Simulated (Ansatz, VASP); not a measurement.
## MgS in VASP and in Ansatz

```
CELL_PARAMETERS angstrom
0.00000 3.00225 3.00225
3.00225 0.00000 3.00225
3.00225 3.00225 0.00000
ATOMIC_POSITIONS crystal
Mg 0.00000 0.00000 0.00000
S 0.75000 0.75000 0.75000
```

Alike in both runs: task single point; functional PBE; k mesh 4 × 4 × 4; occupations gaussian, width 0.1 eV; no spin polarisation.

|  | VASP | Ansatz |
| --- | --- | --- |
| version | VASP 6.6.1 | Ansatz 0.2.0 |
| potentials or method | VASP PAW PBE potentials, release 64 (Mg, S), cutoff 600 eV | scalar-relativistic, plane waves, PAW |
| valence electrons in the cell | 8 | 16 |

```tsv
	VASP	Ansatz	Ansatz less VASP
gap on the k mesh at the Fermi level (eV)	2.63	2.64	+0.011
least direct gap on the mesh (eV)	2.63	2.64	+0.011
pressure (GPa)	-6.4	-6.3	+0.11
```

VASP's potentials hold 8 valence electrons a cell and Ansatz's 16, so a difference there can come from the potentials and not from the codes.

The k mesh is coarse, so the values compare programs but aren't converged.
